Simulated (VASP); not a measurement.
Input of a VASP 6.6.1 run:

File INCAR:

```
ALGO = Normal
EDIFF = 1E-6
ENCUT = 520
GGA = PE
ISIF = 2
ISMEAR = 0
LASPH = True
LCHARG = False
LREAL = False
LWAVE = False
NBANDS = 34
NELM = 100
PREC = Accurate
SIGMA = 0.1
```

Contents of KPOINTS:

```
k-points
0
Gamma
  8 8 8
```

POSCAR

```
Zr2TiN3
1.0
   -1.5936898000      1.5936898000      6.7437681000
    1.5936898000     -1.5936898000      6.7437681000
    1.5936898000      1.5936898000     -6.7437681000
Zr Ti N
2 1 3
Direct
    0.8390570000      0.8390570000      0.0000000000
    0.1609430000      0.1609430000      0.0000000000
    0.5000000000      0.5000000000      0.0000000000
    0.6640810000      0.6640810000      0.0000000000
    0.3359190000      0.3359190000      0.0000000000
    0.0000000000      0.0000000000      0.0000000000
```

Potentials or basis: VASP PAW PBE potentials, release 64 (Zr_sv, Ti_sv, N).

The run is started by

```sh
$ cat potpaw_PBE.64/Zr_sv/POTCAR potpaw_PBE.64/Ti_sv/POTCAR potpaw_PBE.64/N/POTCAR > POTCAR
$ mpirun -np 1 vasp_std > vasp.out
```

Q: Estimate the pressure.

A: 0.3 GPa.

Q: What does it give for the largest force?

A: 0.040 eV/Å.

Forces on the atoms (eV/Å):
```
Zr   0.000  0.000  0.040
Zr   0.000  0.000 -0.040
Ti   0.000  0.000  0.000
N    0.000  0.000 -0.010
N    0.000  0.000  0.010
N    0.000  0.000  0.000
```
